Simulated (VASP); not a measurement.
# CsSnBr3 (Pm-3m) in VASP: further runs

The runs below take CsSnBr3 through single point, with HSE06, PBE-based screened hybrid with 10 % exact exchange.

All numbers are computed with VASP 6.6.1; they aren't measurements. Logs are shortened: lines on timing, memory, paths and dates and some standing lists are left out, and cuts for length are marked.

## Step 1: The cell of the first run

Symmetry: Pm-3m, No. 221, cubic system. The conventional cell has a = 5.841 Å, b = 5.841 Å, c = 5.841 Å, α = 90.00°, β = 90.00°, γ = 90.00°. Cs (site symmetry m-3m) has 12 Br at 4.13 Å and 8 Sn at 5.06 Å within 5.4 Å. Sn (site symmetry m-3m) has 6 Br at 2.92 Å within 3.8 Å. Br (site symmetry 4/mmm) has 2 Sn at 2.92 Å within 3.8 Å.

## Step 2: Single point, HSE06

Contents of POSCAR:

```
CsSnBr3
1.0
    5.8411490944      0.0000000000      0.0000000000
    0.0000000000      5.8411490944      0.0000000000
    0.0000000000      0.0000000000      5.8411490944
Cs Sn Br
1 1 3
Direct
    0.0000000000      0.0000000000      0.0000000000
    0.5000000000      0.5000000000      0.5000000000
    0.5000000000      0.5000000000      0.0000000000
    0.5000000000      0.0000000000      0.5000000000
    0.0000000000      0.5000000000      0.5000000000
```

Contents of INCAR.step1:

```
SYSTEM = CsSnBr3
ALGO = Normal
EDIFF = 1E-5
ENCUT = 400
GGA = PE
GGA_COMPAT = .FALSE.
ISIF = 2
ISMEAR = 0
LASPH = .TRUE.
LCHARG = .FALSE.
LREAL = .FALSE.
LWAVE = .TRUE.
NBANDS = 30
NELM = 120
PREC = Accurate
SIGMA = 0.01
```

Contents of INCAR.step2:

```
SYSTEM = CsSnBr3
ALGO = Normal
EDIFF = 1E-6
ENCUT = 400
GGA = PE
GGA_COMPAT = .FALSE.
HFSCREEN = 0.2079
ISIF = 2
ISMEAR = 0
ISTART = 1
LASPH = .TRUE.
LCHARG = .FALSE.
LHFCALC = .TRUE.
LREAL = .FALSE.
LWAVE = .FALSE.
NBANDS = 30
NELM = 120
PREC = Accurate
PRECFOCK = Normal
SIGMA = 0.01
```

Contents of KPOINTS:

```
k-points
0
G
  2 2 2
  0 0 0
```

Potentials or basis: VASP PAW PBE potentials, release 64 (Cs_sv, Sn_d, Br).

Command:

```console
cat potpaw_PBE.64/Cs_sv/POTCAR potpaw_PBE.64/Sn_d/POTCAR potpaw_PBE.64/Br/POTCAR > POTCAR
cp INCAR.step1 INCAR
mpirun -np 1 vasp_std > vasp.out
cp INCAR.step2 INCAR
mpirun -np 1 vasp_std > vasp.out
```

OUTCAR:

```text
SYSTEM = CsSnBr3
   EDIFF = 1E-6
   ENCUT = 400
   GGA = PE
   HFSCREEN = 0.2079
   ISIF = 2
   ISMEAR = 0
   ISTART = 1
   LASPH = .TRUE.
   LHFCALC = .TRUE.
   LREAL = .FALSE.
   NELM = 120
   PREC = Accurate
   PRECFOCK = Normal

 ion  position               nearest neighbor table
   1  0.000  0.000  0.000-
   2  0.500  0.500  0.500-   3 2.92   4 2.92   5 2.92   3 2.92   4 2.92   5 2.92
   3  0.500  0.500  0.000-   2 2.92   2 2.92
   4  0.500  0.000  0.500-   2 2.92   2 2.92
   5  0.000  0.500  0.500-   2 2.92   2 2.92

  LATTYP: Found a simple cubic cell.
 ALAT       =     5.8411490944

  Lattice vectors:

 A1 = (   5.8411490944,   0.0000000000,   0.0000000000)
 A2 = (   0.0000000000,   5.8411490944,   0.0000000000)
 A3 = (   0.0000000000,   0.0000000000,   5.8411490944)

Analysis of symmetry for initial positions (statically):
=====================================================================
 Subroutine PRICEL returns:
 Original cell was already a primitive cell.

 Routine SETGRP: Setting up the symmetry group for a
 simple cubic supercell.

 Subroutine GETGRP returns: Found 48 space group operations
 (whereof 48 operations were pure point group operations)
 out of a pool of 48 trial point group operations.

The static configuration has the point symmetry O_h .

Analysis of symmetry for dynamics (positions and initial velocities):
=====================================================================
 Subroutine PRICEL returns:
 Original cell was already a primitive cell.

 Routine SETGRP: Setting up the symmetry group for a
 simple cubic supercell.

 Subroutine GETGRP returns: Found 48 space group operations
 (whereof 48 operations were pure point group operations)
 out of a pool of 48 trial point group operations.

The dynamic configuration has the point symmetry O_h .

 Subroutine INISYM returns: Found 48 space group operations
 (whereof 48 operations are pure point group operations),
 and found     1 'primitive' translations

----------------------------------------------------------------------------------------

                                     Primitive cell

  volume of cell :     199.2943

  direct lattice vectors                    reciprocal lattice vectors
     5.841149094  0.000000000  0.000000000     0.171199191  0.000000000  0.000000000
     0.000000000  5.841149094  0.000000000     0.000000000  0.171199191  0.000000000
     0.000000000  0.000000000  5.841149094     0.000000000  0.000000000  0.171199191

  length of vectors
     5.841149094  5.841149094  5.841149094     0.171199191  0.171199191  0.171199191

  position of ions in fractional coordinates (direct lattice)
     0.000000000  0.000000000  0.000000000
     0.500000000  0.500000000  0.500000000
     0.500000000  0.500000000  0.000000000
     0.500000000  0.000000000  0.500000000
     0.000000000  0.500000000  0.500000000

  ion indices of the primitive-cell ions
   primitive index   ion index
                 1           1
                 2           2
                 3           3
                 4           4
                 5           5

----------------------------------------------------------------------------------------

 KPOINTS: k-points

Automatic generation of k-mesh.
 Grid dimensions read from file:
 generate k-points for:    2    2    2

 Generating k-lattice:

  Cartesian coordinates                     Fractional coordinates (reciprocal lattice)
     0.085599596  0.000000000  0.000000000     0.500000000  0.000000000  0.000000000
     0.000000000  0.085599596  0.000000000     0.000000000  0.500000000  0.000000000
     0.000000000  0.000000000  0.085599596     0.000000000  0.000000000  0.500000000

  Length of vectors
     0.085599596  0.085599596  0.085599596

  Shift w.r.t. Gamma in fractional coordinates (k-lattice)
     0.000000000  0.000000000  0.000000000

 Subroutine IBZKPT returns following result:
 ===========================================

 Found      4 irreducible k-points:

 Following reciprocal coordinates:
            Coordinates               Weight
  0.000000  0.000000  0.000000      1.000000
  0.500000  0.000000  0.000000      3.000000
  0.500000  0.500000  0.000000      3.000000
  0.500000  0.500000  0.500000      1.000000
   k-points           NKPTS =      4   k-points in BZ     NKDIM =      8   number of bands    NBANDS=     30
   number of dos      NEDOS =    301   number of ions     NIONS =      5
   total plane-waves  NPLWV =  64000
   dimension x,y,z NGX =    40 NGY =   40 NGZ =   40
   dimension x,y,z NGXF=    80 NGYF=   80 NGZF=   80
   ions per type =               1   1   3
   NGX,Y,Z   is equivalent  to a cutoff of  11.38, 11.38, 11.38 a.u.
   NGXF,Y,Z  is equivalent  to a cutoff of  22.77, 22.77, 22.77 a.u.
 SYSTEM =  CsSnBr3
   PREC   = accura    normal or accurate (medium, high low for compatibility)
   ISTART =      1    job   : 0-new  1-cont  2-samecut
   ICHARG =      0    charge: 1-file 2-atom 10-const
   ISPIN  =      1    spin polarized calculation?
   LNONCOLLINEAR =      F non collinear calculations
   LSORBIT =      F    spin-orbit coupling
   LASPH  =      T    aspherical Exc in radial PAW
   ENCUT  =  400.0 eV  29.40 Ry    5.42 a.u.   9.53  9.53  9.53*2*pi/ulx,y,z
   NELM   =    120;   NELMIN=  2; NELMDL=  0     # of ELM steps
   EDIFF  = 0.1E-05   stopping-criterion for ELM
   LREAL  =      F    real-space projection
   EDIFFG = 0.1E-04   stopping-criterion for IOM
   NSW    =      0    number of steps for IOM
   IBRION =     -1    ionic relax: 0-MD 1-quasi-New 2-CG
   NFREE  =      0    steps in history (QN), initial steepest desc. (CG)
   ISIF   =      2    stress and relaxation
   ISYM   =      3    0-nonsym 1-usesym 2-fastsym
   POTIM  = 0.5000    time-step for ionic-motion
   TEBEG  =    0.0;   TEEND  =   0.0 temperature during run
   PSTRESS=    0.0 pullay stress
   NELECT =      44.0000    total number of electrons
   NUPDOWN=      -1.0000    fix difference up-down
   EMIN   =  10.00;   EMAX   =-10.00  energy-range for DOS
   EFERMI =   0.00;   METHOD = LEGACY
   ISMEAR =     0;   SIGMA  =   0.01  broadening in eV -4-tet -1-fermi 0-gaus
   EFERMI_NEDOS =   21; number of points for ismear=-14 and -15
   IALGO  =     38    algorithm
   IMIX   =      1    mixing-type and parameters
     AMIX     =   0.40;   BMIX     =  1.00
     AMIX_MAG =   1.60;   BMIX_MAG =  1.00
  volume/ion in A,a.u.               =      39.86       268.98
  Fermi-wavevector in a.u.,A,eV,Ry     =   0.989451  1.869790 13.320272  0.979012
  Thomas-Fermi vector in A             =   2.121050
   LORBIT       =      0    0 simple, 1 ext, 2 COOP (PROOUT), +10 PAW based schemes
   GGA     = PE    functional components
   LHFCALC =     T    Hartree Fock is set to
   PRECFOCK=normal    Normal, Fast or Accurate (Low or Medium for compatibility)
   ENCUT4O =  -1.0   cutoff for four orbital integrals eV
   NKREDX  =     1    reduce k-point grid by
   NKREDY  =     1    reduce k-point grid by
   NKREDZ  =     1    reduce k-point grid by
   AEXX    =    0.2500 exact exchange contribution
   HFSCREEN=    0.2079 screening length (either q_TF or 0.3 A-1)
   HFSCREENC=   0.2079 screening length for correlation (either q_TF or 0.3 A-1)
   ENCUTFOCK=  -1.0 apply spherical cutoff to Coloumb kernel
   IVDW    =     0    specifies the selected vdW correction
   LEPSILON=     F    determine dielectric tensor
   LRPA    =     F    only Hartree local field effects (RPA)
 non-spin polarized calculation
 Gauss-broadening in eV      SIGMA  =   0.01
  energy-cutoff  :      400.00
  volume of cell :      199.29
 maximum number of plane-waves:      3695
 NGX is ok and might be reduce to    40
  NGX = 30; NGY = 30; NGZ = 30

 number of electron      44.0000004 magnetization

 Free energy of the ion-electron system (eV)
  ---------------------------------------------------
  ext. energy  EPLUGINS =         0.00000000
  ---------------------------------------------------
  free energy    TOTEN  =       -18.04042214 eV

  energy without entropy =      -18.04042214  energy(sigma->0) =      -18.04042214

 E-fermi :   1.8106     XC(G=0):  -6.4126

 val. band max:        1.7549935592   @ k =   0.5000   0.5000   0.5000
 cond. band min:       2.8361254363   @ k =   0.5000   0.5000   0.5000
 fundamental gap:      1.0811318770
 Fermi energy:         1.8105999919

 k-point     1 :       0.0000    0.0000    0.0000
  band No.  band energies     occupation
      1     -22.7732      2.00000
      2     -22.7732      2.00000
      3     -22.7388      2.00000
      4     -22.7388      2.00000
      5     -22.7388      2.00000
      6     -22.2061      2.00000
[... 22 lines left out ...]
     29       7.5549      0.00000
     30       7.5549      0.00000

 k-point     2 :       0.5000    0.0000    0.0000
  band No.  band energies     occupation
      1     -22.7732      2.00000
      2     -22.7686      2.00000
      3     -22.7390      2.00000
      4     -22.7390      2.00000
      5     -22.7387      2.00000
      6     -22.2047      2.00000
[... 22 lines left out ...]
     29       7.2001      0.00000
     30       7.6611      0.00000

 k-point     3 :       0.5000    0.5000    0.0000
  band No.  band energies     occupation
      1     -22.7709      2.00000
      2     -22.7662      2.00000
      3     -22.7393      2.00000
      4     -22.7390      2.00000
      5     -22.7390      2.00000
      6     -22.2035      2.00000
[... 22 lines left out ...]
     29       7.9405      0.00000
     30       7.9405      0.00000

 k-point     4 :       0.5000    0.5000    0.5000
  band No.  band energies     occupation
      1     -22.7662      2.00000
      2     -22.7662      2.00000
      3     -22.7392      2.00000
      4     -22.7392      2.00000
      5     -22.7392      2.00000
      6     -22.2026      2.00000
[... 22 lines left out ...]
     29       6.9177      0.00000
     30       8.2866      0.00000

------------------------ aborting loop because EDIFF is reached ----------------------------------------

  FORCE on cell =-STRESS in cart. coord.  units (eV):
  Direction    XX          YY          ZZ          XY          YZ          ZX
  --------------------------------------------------------------------------------------
  -------------------------------------------------------------------------------------
  Total        2.1091236      2.1091236      2.1091236      0.0000000     -0.0000000      0.0000000
  in kB       16.9557787     16.9557787     16.9557787      0.0000000     -0.0000000      0.0000000
  external PRESSURE =      16.9557787 kB  Pullay stress =       0.0000000 kB

 VOLUME and BASIS-vectors are now :
 -----------------------------------------------------------------------------
  energy-cutoff  :      400.00
  volume of cell :      199.29
      direct lattice vectors                 reciprocal lattice vectors
     5.841149094  0.000000000  0.000000000     0.171199191  0.000000000  0.000000000
     0.000000000  5.841149094  0.000000000     0.000000000  0.171199191  0.000000000
     0.000000000  0.000000000  5.841149094     0.000000000  0.000000000  0.171199191

 POSITION                                       TOTAL-FORCE (eV/Angst)
 -----------------------------------------------------------------------------------
      0.00000      0.00000      0.00000         0.000000      0.000000      0.000000
      2.92057      2.92057      2.92057         0.000000      0.000000      0.000000
      2.92057      2.92057      0.00000         0.000000      0.000000      0.000000
      2.92057      0.00000      2.92057         0.000000      0.000000      0.000000
      0.00000      2.92057      2.92057         0.000000      0.000000      0.000000
 -----------------------------------------------------------------------------------
    total drift:                                0.000002      0.000000      0.000000

  FREE ENERGIE OF THE ION-ELECTRON SYSTEM (eV)
  ---------------------------------------------------
  free  energy   TOTEN  =       -18.0404221446 eV

  energy  without entropy=      -18.0404221446  energy(sigma->0) =      -18.04042214
```

It took 9 min on 1 thread of Intel Xeon 8259CL, shared host; peak memory 0.37 GiB.

Results:

| Property | Result |
| --- | --- |
| Free energy | -18.0404 eV |
| Pressure | 1.7 GPa |
| Band gap on the k mesh | 1.08 eV |

Caveat: the k points lie up to 0.54 Å⁻¹ apart; the PAW data sets were made with another functional, which shifts forces and pressure a little; spin-orbit coupling is left out, which moves the levels of the heavy elements.

(Part 1 of 2 ends here.)
